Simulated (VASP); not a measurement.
# C (P6_3/mmc) in VASP: a series of runs, part 3 of 3

VASP 6.6.1. Earlier steps stand in the parts before.

### 5 Single point, PBE

The COD entry that gives the cell may itself be a prediction, so a difference from it is no test against experiment.

This run uses another cell than the first one, of 5.75 Å³/atom, 1.022 times its volume.

File INCAR:

```
PREC = Accurate
ENCUT = 520
EDIFF = 1E-7
ISMEAR = 0
SIGMA = 0.05
LREAL = False
LASPH = True
NELM = 80
ALGO = Normal
ISIF = 2
LWAVE = False
LCHARG = False
GGA = PE
NBANDS = 36
```

File KPOINTS:

```
Automatic mesh
0
Gamma
  12 12 2
```

File POSCAR:

```
C
1.0
    2.5647000000      0.0000000000      0.0000000000
   -1.2823500000      2.2210953531      0.0000000000
    0.0000000000      0.0000000000     12.1184000000
C
12
Direct
    0.0000000000      0.0000000000      0.1868593266
    0.0000000000      0.0000000000      0.6868593266
    0.0000000000      0.0000000000      0.3131406734
    0.0000000000      0.0000000000      0.8131406734
    0.3333333333      0.6666666667      0.5207665411
    0.6666666667      0.3333333333      0.0207665411
    0.3333333333      0.6666666667      0.9792334589
    0.6666666667      0.3333333333      0.4792334589
    0.3333333333      0.6666666667      0.6450950823
    0.6666666667      0.3333333333      0.1450950823
    0.3333333333      0.6666666667      0.8549049177
    0.6666666667      0.3333333333      0.3549049177
```

Potentials or basis: VASP PAW PBE potentials, release 64 (C).

Command:

```sh
> cat potpaw_PBE.64/C/POTCAR > POTCAR
> mpirun -np 1 vasp_std > vasp.out
```

OUTCAR:

```text
PREC = Accurate
   ENCUT = 520
   EDIFF = 1E-7
   ISMEAR = 0
   LREAL = False
   LASPH = True
   NELM = 80
   ISIF = 2
   GGA = PE

 ion  position               nearest neighbor table
   1  0.000  0.000  0.187-   3 1.53  10 1.56  10 1.56  10 1.56
   2  0.000  0.000  0.687-   4 1.53   9 1.56   9 1.56   9 1.56
   3  0.000  0.000  0.313-   1 1.53  12 1.56  12 1.56  12 1.56
   4  0.000  0.000  0.813-   2 1.53  11 1.56  11 1.56  11 1.56
   5  0.333  0.667  0.521-   9 1.51   8 1.56   8 1.56   8 1.56
   6  0.667  0.333  0.021-  10 1.51   7 1.56   7 1.56   7 1.56
   7  0.333  0.667  0.979-  11 1.51   6 1.56   6 1.56   6 1.56
   8  0.667  0.333  0.479-  12 1.51   5 1.56   5 1.56   5 1.56
   9  0.333  0.667  0.645-   5 1.51   2 1.56   2 1.56   2 1.56
  10  0.667  0.333  0.145-   6 1.51   1 1.56   1 1.56   1 1.56
  11  0.333  0.667  0.855-   7 1.51   4 1.56   4 1.56   4 1.56
  12  0.667  0.333  0.355-   8 1.51   3 1.56   3 1.56   3 1.56

  LATTYP: Found a hexagonal cell.
 ALAT       =     2.5647000000
[... 218 lines left out ...]
      5      -8.5883      2.00000
      6      -5.5283      2.00000
[... 925 lines left out ...]
     35      19.2397      0.00000
     36      19.2397      0.00000

 [... further k-points ...]

------------------------ aborting loop because EDIFF is reached ----------------------------------------

  FORCE on cell =-STRESS in cart. coord.  units (eV):
  Direction    XX          YY          ZZ          XY          YZ          ZX
  --------------------------------------------------------------------------------------
  -------------------------------------------------------------------------------------
  Total       -8.2708931     -8.2708931     13.5624330      0.0000000      0.0000000      0.0000000
  in kB     -191.9614109   -191.9614109    314.7742005      0.0000000      0.0000000      0.0000000
  external PRESSURE =     -23.0495405 kB  Pullay stress =       0.0000000 kB

 VOLUME and BASIS-vectors are now :
 -----------------------------------------------------------------------------
  energy-cutoff  :      520.00
  volume of cell :       69.03
      direct lattice vectors                 reciprocal lattice vectors
     2.564700000  0.000000000  0.000000000     0.389909151  0.225114153  0.000000000
    -1.282350000  2.221095353  0.000000000     0.000000000  0.450228307  0.000000000
     0.000000000  0.000000000 12.118400000     0.000000000  0.000000000  0.082519144

 POSITION                                       TOTAL-FORCE (eV/Angst)
 -----------------------------------------------------------------------------------
      0.00000      0.00000      2.26444         0.000000     -0.000000     -0.211974
      0.00000      0.00000      8.32364        -0.000000     -0.000000     -0.211974
      0.00000      0.00000      3.79476         0.000000      0.000000      0.211974
      0.00000      0.00000      9.85396         0.000000      0.000000      0.211974
     -0.00000      1.48073      6.31086        -0.000000      0.000000     -0.238476
      1.28235      0.74037      0.25166         0.000000      0.000000     -0.238476
     -0.00000      1.48073     11.86674        -0.000000      0.000000      0.238476
      1.28235      0.74037      5.80754         0.000000      0.000000      0.238476
     -0.00000      1.48073      7.81752        -0.000000      0.000000      0.127020
      1.28235      0.74037      1.75832         0.000000     -0.000000      0.127020
     -0.00000      1.48073     10.36008         0.000000      0.000000     -0.127020
      1.28235      0.74037      4.30088         0.000000     -0.000000     -0.127020
 -----------------------------------------------------------------------------------
    total drift:                               -0.000000      0.000000      0.000000

  FREE ENERGIE OF THE ION-ELECTRON SYSTEM (eV)
  ---------------------------------------------------
  free  energy   TOTEN  =      -108.7320698474 eV

  energy  without entropy=     -108.7320698474  energy(sigma->0) =     -108.73206985
```

OSZICAR:

```text
N       E                     dE             d eps       ncg     rms          rms(c)
DAV:   1     0.125896912721E+03    0.12590E+03   -0.25495E+04  2736   0.130E+03
DAV:   2    -0.103349083030E+03   -0.22925E+03   -0.21607E+03  3588   0.255E+02
DAV:   3    -0.112331951799E+03   -0.89829E+01   -0.89151E+01  3628   0.458E+01
DAV:   4    -0.112448044597E+03   -0.11609E+00   -0.11581E+00  3672   0.538E+00
DAV:   5    -0.112450095676E+03   -0.20511E-02   -0.20498E-02  3484   0.718E-01    0.134E+01
DAV:   6    -0.109659491192E+03    0.27906E+01   -0.18692E+00  3236   0.641E+00    0.798E+00
DAV:   7    -0.108728155082E+03    0.93134E+00   -0.23682E+00  3204   0.742E+00    0.166E+00
DAV:   8    -0.108731708711E+03   -0.35536E-02   -0.70383E-02  3452   0.125E+00    0.108E-01
DAV:   9    -0.108731955690E+03   -0.24698E-03   -0.13922E-03  3600   0.209E-01    0.412E-02
DAV:  10    -0.108732033470E+03   -0.77780E-04   -0.11485E-04  3344   0.587E-02    0.220E-02
DAV:  11    -0.108732067043E+03   -0.33573E-04   -0.24173E-05  3384   0.294E-02    0.496E-03
DAV:  12    -0.108732069818E+03   -0.27742E-05   -0.26269E-06  3464   0.958E-03    0.128E-03
DAV:  13    -0.108732069847E+03   -0.29876E-07   -0.14585E-07  2656   0.235E-03
   1 F= -.10873207E+03 E0= -.10873207E+03  d E =-.430308E-19
```

stdout:

```text
POSCAR found type information on POSCAR C
 POSCAR found :  1 types and      12 ions
 scaLAPACK will be used
 LDA part: xc-table for (Slater+PW92), standard interpolation
 POSCAR, INCAR and KPOINTS ok, starting setup
 FFT: planning ... GRIDC
 FFT: planning ... GRID_SOFT
 FFT: planning ... GRID
 WAVECAR not read
 entering main loop
```

Wall time 42 s (1 thread of Intel Xeon 6975P-C (Granite Rapids), shared host); peak memory 0.2 GiB.

Results:

| Property | Result |
| --- | --- |
| Free energy | -108.7321 eV |
| Pressure | -2.3 GPa |
| Largest force | 0.238 eV/Å |
| Band gap on the k mesh | 4.01 eV, indirect (least direct gap 4.87 eV) |

Forces on the atoms (eV/Å):
```
C    0.000  0.000 -0.212
C    0.000  0.000 -0.212
C    0.000  0.000  0.212
C    0.000  0.000  0.212
C    0.000  0.000 -0.238
C    0.000  0.000 -0.238
C    0.000  0.000  0.238
C    0.000  0.000  0.238
C    0.000  0.000  0.127
C    0.000  0.000  0.127
C    0.000  0.000 -0.127
C    0.000  0.000 -0.127
```

A k mesh can miss the band edges. A hybrid or GW would open this gap; PBE tends to underestimate it.

### 6 Single point, PBE

This run uses another cell than the first one, of 5.77 Å³/atom, 1.025 times its volume.

File INCAR:

```
SYSTEM = C
PREC = Accurate ; ENCUT = 520
EDIFF = 1E-7 ; ISMEAR = 0
SIGMA = 0.05 ; LREAL = .FALSE.
LASPH = .TRUE. ; NELM = 100
ALGO = Normal ; ISIF = 2
LWAVE = .FALSE. ; LCHARG = .TRUE.
GGA = PE ; LELF = .TRUE.
LVHAR = .TRUE. ; NBANDS = 36
```

File KPOINTS:

```
Automatic mesh
0
G
  12 12 2
  0 0 0
```

POSCAR: that of step 5 with these lines changed.

```diff
@@ -2,5 +2,5 @@
 1.0
-    2.5647000000      0.0000000000      0.0000000000
-   -1.2823500000      2.2210953531      0.0000000000
-    0.0000000000      0.0000000000     12.1184000000
+    2.5205457478      0.0000000000      0.0000000000
+   -1.2602728739      2.1828566490      0.0000000000
+    0.0000000000      0.0000000000     12.5845000000
 C
```

Potentials or basis: VASP PAW PBE potentials, release 64 (C).

Command:

```sh
> cat potpaw_PBE.64/C/POTCAR > POTCAR
> mpirun -np 1 vasp_std > vasp.out
```

OUTCAR:

```text
SYSTEM = C
   PREC = Accurate
   ENCUT = 520
   EDIFF = 1E-7
   ISMEAR = 0
   LREAL = .FALSE.
   LASPH = .TRUE.
   NELM = 100
   ISIF = 2
   GGA = PE

 ion  position               nearest neighbor table
   1  0.000  0.000  0.187-  10 1.55  10 1.55  10 1.55   3 1.59
   2  0.000  0.000  0.687-   9 1.55   9 1.55   9 1.55   4 1.59
   3  0.000  0.000  0.313-  12 1.55  12 1.55  12 1.55   1 1.59
   4  0.000  0.000  0.813-  11 1.55  11 1.55  11 1.55   2 1.59
   5  0.333  0.667  0.521-   8 1.55   8 1.55   8 1.55   9 1.56
[... 1169 lines left out ...]

 VOLUME and BASIS-vectors are now :
 -----------------------------------------------------------------------------
  energy-cutoff  :      520.00
  volume of cell :       69.24
      direct lattice vectors                 reciprocal lattice vectors
     2.520545748  0.000000000  0.000000000     0.396739476  0.229057643  0.000000000
    -1.260272874  2.182856649  0.000000000     0.000000000  0.458115287  0.000000000
     0.000000000  0.000000000 12.584500000     0.000000000  0.000000000  0.079462831

 POSITION                                       TOTAL-FORCE (eV/Angst)
 -----------------------------------------------------------------------------------
      0.00000      0.00000      2.35153         0.000000     -0.000000      0.011959
      0.00000      0.00000      8.64378        -0.000000      0.000000      0.011959
      0.00000      0.00000      3.94072         0.000000     -0.000000     -0.011959
      0.00000      0.00000     10.23297        -0.000000      0.000000     -0.011959
     -0.00000      1.45524      6.55359         0.000000     -0.000000      0.025498
      1.26027      0.72762      0.26134        -0.000000      0.000000      0.025498
     -0.00000      1.45524     12.32316         0.000000     -0.000000     -0.025498
      1.26027      0.72762      6.03091        -0.000000      0.000000     -0.025498
     -0.00000      1.45524      8.11820        -0.000000     -0.000000      0.002244
      1.26027      0.72762      1.82595         0.000000      0.000000      0.002244
     -0.00000      1.45524     10.75855        -0.000000     -0.000000     -0.002244
      1.26027      0.72762      4.46630         0.000000      0.000000     -0.002244
 -----------------------------------------------------------------------------------
    total drift:                               -0.000000      0.000000      0.000000

  FREE ENERGIE OF THE ION-ELECTRON SYSTEM (eV)
  ---------------------------------------------------
  free  energy   TOTEN  =      -109.0087892432 eV

  energy  without entropy=     -109.0087892432  energy(sigma->0) =     -109.00878924
```

stdout:

```text
POSCAR found type information on POSCAR C
 POSCAR found :  1 types and      12 ions
 scaLAPACK will be used
 LDA part: xc-table for (Slater+PW92), standard interpolation
 POSCAR, INCAR and KPOINTS ok, starting setup
 FFT: planning ... GRIDC
 FFT: planning ... GRID_SOFT
 FFT: planning ... GRID
 WAVECAR not read
 entering main loop
```

Wall time 44 s (1 thread of Intel Xeon 6975P-C (Granite Rapids), shared host); peak memory 0.2 GiB.

What came out:

```
Free energy            : -109.0088 eV
Pressure               : -4.6 GPa
Largest force          : 0.025 eV/Å
Band gap on the k mesh : 4.45 eV, indirect (least direct gap 5.18 eV)
```

Forces on the atoms (eV/Å):
```
C    0.000  0.000  0.012
C    0.000  0.000  0.012
C    0.000  0.000 -0.012
C    0.000  0.000 -0.012
C    0.000  0.000  0.025
C    0.000  0.000  0.025
C    0.000  0.000 -0.025
C    0.000  0.000 -0.025
C    0.000  0.000  0.002
C    0.000  0.000  0.002
C    0.000  0.000 -0.002
C    0.000  0.000 -0.002
```

Stress tensor (GPa, compression positive):
```
  0.10   0.00   0.00
  0.00   0.10   0.00
  0.00   0.00 -14.02
```

A k mesh can miss the band edges.

### 7 Overview

```tsv
cell	gap on the mesh (eV)	pressure (GPa)	largest force (eV/Å)
a = 2.521, b = 2.521, c = 12.274 Å, angles 90.0, 90.0, 120.0°, 12 atoms	4.39	6.4	0.06
a = 2.565, b = 2.565, c = 11.963 Å, angles 90.0, 90.0, 120.0°, 12 atoms	3.85	4.1	0.40
a = 2.476, b = 2.476, c = 12.895 Å, angles 90.0, 90.0, 120.0°, 12 atoms	4.13	1.6	0.07
a = 2.565, b = 2.565, c = 12.118 Å, angles 90.0, 90.0, 120.0°, 12 atoms	4.01	-2.3	0.24
a = 2.521, b = 2.521, c = 12.585 Å, angles 90.0, 90.0, 120.0°, 12 atoms	4.45	-4.6	0.03
```

Alike in all rows: task single point; level PBE; potentials or basis VASP PAW PBE potentials, release 64 (C); no spin polarisation; k mesh 12 × 12 × 2; cutoff (eV) 520; smearing gaussian 0.05 eV.

Total energies depend on the potentials used, so only differences within one code and one set of settings carry meaning.
